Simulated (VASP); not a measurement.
A run of VASP 6.6.1:

The input INCAR:

```
PREC = Accurate
ENCUT = 520
EDIFF = 1E-6
ISMEAR = -1
SIGMA = 0.03
LREAL = False
LASPH = True
NELM = 100
ALGO = Normal
ISIF = 2
LWAVE = False
LCHARG = False
GGA = CA
NBANDS = 14
```

File KPOINTS:

```
Automatic mesh
0
Gamma
  15 15 15
```

File POSCAR:

```
NbH2
1.0
    0.0000000000      2.2966097119      2.2966097119
    2.2966097119      0.0000000000      2.2966097119
    2.2966097119      2.2966097119      0.0000000000
Nb H
1 2
Direct
    0.0000000000      0.0000000000      0.0000000000
    0.2500000000      0.2500000000      0.2500000000
    0.7500000000      0.7500000000      0.7500000000
```

Potentials or basis: VASP PAW LDA potentials, release 64 (Nb_sv, H).

Run with:

```sh
$ cat potpaw_LDA.64/Nb_sv/POTCAR potpaw_LDA.64/H/POTCAR > POTCAR
$ mpirun -np 1 vasp_std > vasp.out
```

Hardware: 1 thread of AMD EPYC 7R13 Processor (Zen 3), with other jobs on the host.

How long does it take, and how much memory?

Wall time 28 s on 1 thread of AMD EPYC 7R13 Processor (Zen 3) (shared host), peak memory 0.13 GiB. Counts: scf iterations 13, k points 120.
